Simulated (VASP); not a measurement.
# Co (Pm-3m) in VASP: notebook, part 2 of 2

VASP 6.6.1. The steps go on from the part before.

## Step 3: Single point, PBEsol, collinear spin, ferromagnetic start (10.90 Å³/atom)

This run uses another cell than the first one, of 10.90 Å³/atom.

The input, INCAR:

```
SYSTEM = Co
ALGO = Normal ; EDIFF = 1E-7
ENCUT = 520 ; GGA = PS
ISIF = 2 ; ISMEAR = -1
ISPIN = 2 ; LASPH = .True.
LCHARG = .False. ; LMAXMIX = 4
LORBIT = 11 ; LREAL = .False.
LWAVE = .False. ; MAGMOM = -1.614 -1.614
NBANDS = 20 ; NELM = 150
PREC = Accurate ; SIGMA = 0.05
```

The input, KPOINTS:

```
k-points
0
Gamma
  14 14 14
  0 0 0
```

The input, POSCAR:

```
Co
1.0
    0.0000000000      2.2171323431      2.2171323431
    2.2171323431      0.0000000000      2.2171323431
    2.2171323431      2.2171323431      0.0000000000
Co
2
Direct
    0.0000000000      0.0000000000      0.0000000000
    0.5000000000      0.5000000000      0.5000000000
```

Potentials or basis: VASP PAW PBE potentials, release 64 (Co).

Started as:

```bash
cat potpaw_PBE.64/Co/POTCAR > POTCAR
mpirun -np 1 vasp_std > vasp.out
```

Wall time 1.9 min (1 thread of Intel Xeon 8259CL, shared host); peak memory 0.19 GiB.

It converged, with:

```yaml
Free_energy: -13.6733 eV
Pressure: 18.6 GPa
Net_moment: -3.03 μB per cell
Site_moments: Co -1.51 μB
Valence_electrons_inside_the_program's_atomic_spheres: Co 8.46
```

Levels at points of the mesh, in eV from the Fermi level:
Spin up:
```tsv
k point	band 3	band 4	band 5	band 6	band 7	band 8	band 9	band 10	band 11	band 12
(0.00, 0.00, 0.00)	-3.76	-3.24	-3.24	-3.24	1.29	1.29	1.29	2.15	2.15	13.34
(0.50, 0.00, 0.00)	-1.74	-1.74	-1.74	-1.74	-0.43	-0.43	-0.43	-0.43	1.17	1.17
(0.50, 0.50, 0.00)	-3.11	-2.58	-1.59	-0.30	-0.30	0.04	0.04	1.44	2.07	5.67
```
Spin down:
| k point | band 8 | band 9 | band 10 | band 11 | band 12 | band 13 |
| --- | --- | --- | --- | --- | --- | --- |
| (0.00, 0.00, 0.00) | -0.61 | -0.61 | 0.74 | 0.74 | 13.31 | 13.31 |
| (0.50, 0.00, 0.00) | -2.02 | -2.02 | -2.02 | -0.10 | -0.10 | 14.19 |
| (0.50, 0.50, 0.00) | -1.76 | -1.71 | -0.48 | 0.66 | 4.70 | 5.48 |

Caveat: the cell stands under pressure; the PAW data sets were made with another functional, which shifts forces and pressure a little.

## Step 4: Single point, PBEsol, collinear spin, ferromagnetic start (11.35 Å³/atom)

This run uses another cell than the first one, of 11.35 Å³/atom.

The input, INCAR:

```
PREC = Accurate ; ENCUT = 520
EDIFF = 1E-7 ; ISMEAR = -1
SIGMA = 0.05 ; LREAL = False
LASPH = True ; NELM = 150
ALGO = Normal ; ISIF = 2
LWAVE = False ; LCHARG = True
ISPIN = 2 ; MAGMOM = -1.614 -1.614
LORBIT = 11 ; LMAXMIX = 4
GGA = PS ; LELF = True
LVHAR = True ; NBANDS = 20
```

The input, KPOINTS:

```
Automatic mesh
0
Gamma
  14 14 14
```

The input, POSCAR:

```
Co
1.0
    0.0000000000      2.2475077936      2.2475077936
    2.2475077936      0.0000000000      2.2475077936
    2.2475077936      2.2475077936      0.0000000000
Co
2
Direct
    0.0000000000      0.0000000000      0.0000000000
    0.5000000000      0.5000000000      0.5000000000
```

Started as:

```bash
cat potpaw_PBE.64/Co/POTCAR > POTCAR
mpirun -np 1 vasp_std > vasp.out
```

It took 94 s on 1 thread of Intel Xeon 8259CL, shared host; peak memory 0.2 GiB.

It converged, with:

- Free energy: -13.7520 eV
- Pressure: 9.6 GPa
- Net moment: -3.20 μB per cell
- Site moments: Co -1.59 μB
- Valence electrons inside the program's atomic spheres: Co 8.38

Levels at points of the mesh, in eV from the Fermi level:
Spin up:
| k point | band 5 | band 6 | band 7 | band 8 | band 9 | band 10 |
| --- | --- | --- | --- | --- | --- | --- |
| (0.00, 0.00, 0.00) | -3.02 | -3.02 | 1.26 | 1.26 | 1.26 | 2.06 |
| (0.50, 0.00, 0.00) | -1.62 | -1.62 | -0.37 | -0.37 | -0.37 | -0.37 |
| (0.50, 0.50, 0.00) | -1.51 | -0.25 | -0.25 | 0.07 | 0.07 | 1.39 |
Spin down:
| k point | band 8 | band 9 | band 10 | band 11 | band 12 | band 13 | band 14 | band 15 |
| --- | --- | --- | --- | --- | --- | --- | --- | --- |
| (0.00, 0.00, 0.00) | -0.73 | -0.73 | 0.56 | 0.56 | 12.80 | 12.80 | 12.80 | 13.36 |
| (0.50, 0.00, 0.00) | -2.05 | -2.05 | -2.05 | -0.23 | -0.23 | 13.72 | 13.72 | 13.72 |
| (0.50, 0.50, 0.00) | -1.81 | -1.63 | -0.61 | 0.49 | 4.36 | 5.30 | 5.30 | 11.71 |

Caveat: the cell stands under pressure; the PAW data sets were made with another functional, which shifts forces and pressure a little.

## Step 5: Single point, PBEsol, collinear spin, ferromagnetic start (11.81 Å³/atom)

This run uses another cell than the first one, of 11.81 Å³/atom.

The input, INCAR:

```
PREC = Accurate ; ENCUT = 520
EDIFF = 1E-6 ; ISMEAR = -1
SIGMA = 0.05 ; LREAL = F
LASPH = T ; NELM = 150
ALGO = Normal ; ISIF = 2
LWAVE = F ; LCHARG = F
ISPIN = 2 ; MAGMOM = -1.614 -1.614
LORBIT = 11 ; LMAXMIX = 4
GGA = PS ; NBANDS = 20
```

The input, KPOINTS:

```
regular mesh
0
Gamma
  14 14 14
```

The input, POSCAR:

```
Co
1.0
    0.0000000000      2.2770836562      2.2770836562
    2.2770836562      0.0000000000      2.2770836562
    2.2770836562      2.2770836562      0.0000000000
Co
2
Direct
    0.0000000000      0.0000000000      0.0000000000
    0.5000000000      0.5000000000      0.5000000000
```

Potentials or basis: VASP PAW PBE potentials, release 64 (Co).

Started as:

```bash
cat potpaw_PBE.64/Co/POTCAR > POTCAR
mpirun -np 1 vasp_std > vasp.out
```

OUTCAR:

```text
PREC = Accurate
   ENCUT = 520
   EDIFF = 1E-6
   ISMEAR = -1
   LREAL = F
   LASPH = T
   NELM = 150
   ISIF = 2
   ISPIN = 2
   LORBIT = 11
   GGA = PS

 ion  position               nearest neighbor table
   1  0.000  0.000  0.000-   2 2.28   2 2.28   2 2.28   2 2.28   2 2.28   2 2.28
   2  0.500  0.500  0.500-   1 2.28   1 2.28   1 2.28   1 2.28   1 2.28   1 2.28

  LATTYP: Found a face centered cubic cell.
 ALAT       =     4.5541673124

  Lattice vectors:

 A1 = (   0.0000000000,   2.2770836562,   2.2770836562)
 A2 = (   2.2770836562,   0.0000000000,   2.2770836562)
 A3 = (   2.2770836562,   2.2770836562,   0.0000000000)

Analysis of symmetry for initial positions (statically):
=====================================================================
 Subroutine PRICEL returns following result:

  LATTYP: Found a simple cubic cell.
 ALAT       =     2.2770836562
[... 12 lines left out ...]
 Subroutine GETGRP returns: Found 48 space group operations
 (whereof 48 operations were pure point group operations)
[... 765 lines left out ...]
      4       4.8200      1.00000
      5       4.8200      1.00000
      6       4.8200      1.00000
[... 541 lines left out ...]
     19      29.2473      0.00000
     20      31.7627      0.00000

 [... further k-points ...]

------------------------ aborting loop because EDIFF is reached ----------------------------------------

  FORCE on cell =-STRESS in cart. coord.  units (eV):
  Direction    XX          YY          ZZ          XY          YZ          ZX
  --------------------------------------------------------------------------------------
  -------------------------------------------------------------------------------------
  Total        0.4002599      0.4002599      0.4002599      0.0000000     -0.0000000      0.0000000
  in kB       27.1572420     27.1572420     27.1572420      0.0000000     -0.0000000      0.0000000
  external PRESSURE =      27.1572420 kB  Pullay stress =       0.0000000 kB

 VOLUME and BASIS-vectors are now :
 -----------------------------------------------------------------------------
  energy-cutoff  :      520.00
  volume of cell :       23.61
      direct lattice vectors                 reciprocal lattice vectors
     0.000000000  2.277083656  2.277083656    -0.219579109  0.219579109  0.219579109
     2.277083656  0.000000000  2.277083656     0.219579109 -0.219579109  0.219579109
     2.277083656  2.277083656  0.000000000     0.219579109  0.219579109 -0.219579109

 POSITION                                       TOTAL-FORCE (eV/Angst)
 -----------------------------------------------------------------------------------
      0.00000      0.00000      0.00000        -0.000000      0.000000     -0.000000
      2.27708      2.27708      2.27708         0.000000     -0.000000      0.000000
 -----------------------------------------------------------------------------------
    total drift:                                0.000000     -0.000000      0.000000

  FREE ENERGIE OF THE ION-ELECTRON SYSTEM (eV)
  ---------------------------------------------------
  free  energy   TOTEN  =       -13.7861937945 eV

  energy  without entropy=      -13.7596497179  energy(sigma->0) =      -13.77292176

 total charge

# of ion       s       p       d       tot
------------------------------------------
    1        0.523   0.459   7.321   8.302
    2        0.523   0.459   7.321   8.302
--------------------------------------------------
tot          1.045   0.918  14.641  16.605

 magnetization (x)

# of ion       s       p       d       tot
------------------------------------------
    1       -0.007   0.000  -1.687  -1.693
    2       -0.007   0.000  -1.687  -1.693
--------------------------------------------------
tot         -0.014   0.001  -3.374  -3.387
```

stdout:

```text
POSCAR found type information on POSCAR Co
 POSCAR found :  1 types and       2 ions
 scaLAPACK will be used
 -----------------------------------------------------------------------------
|                                                                             |
|                                                                             |
|     You enforced a specific xc type in the INCAR file but a different       |
|     I HOPE YOU KNOW WHAT YOU ARE DOING!                                     |
|                                                                             |
 -----------------------------------------------------------------------------

 LDA part: xc-table for (Slater+PW92), standard interpolation
 POSCAR, INCAR and KPOINTS ok, starting setup
 FFT: planning ... GRIDC
 FFT: planning ... GRID_SOFT
 FFT: planning ... GRID
 WAVECAR not read
 entering main loop
```

Wall time 96 s (1 thread of Intel Xeon 8259CL, shared host); peak memory 0.2 GiB.

What came out:

```
Free energy                                           : -13.7862 eV
Pressure                                              : 2.7 GPa
Net moment                                            : -3.39 μB per cell
Site moments                                          : Co -1.69 μB
Valence electrons inside the program's atomic spheres : Co 8.30
```

Caveat: the PAW data sets were made with another functional, which shifts forces and pressure a little.

## Step 6: Summary

| cell | gap on the mesh (eV) | pressure (GPa) | moment (μB) |
| --- | --- | --- | --- |
| a = 3.091 Å, angles 60.0°, 2 atoms | none | 30.3 | 2.91 |
| a = 3.135 Å, angles 60.0°, 2 atoms | none | 18.6 | 3.03 |
| a = 3.178 Å, angles 60.0°, 2 atoms | none | 9.6 | 3.20 |
| a = 3.220 Å, angles 60.0°, 2 atoms | none | 2.7 | 3.39 |

Alike in all rows: task single point; level PBEsol; potentials or basis VASP PAW PBE potentials, release 64 (Co); spin collinear, ferromagnetic start; k mesh 14 × 14 × 14; cutoff (eV) 520; smearing fermi-dirac 0.05 eV.

Caveats: the PAW data sets were made with another functional, which shifts forces and pressure a little; the cell stands under pressure (at least some runs).

Absolute energies hang on the potentials; compare differences alone.
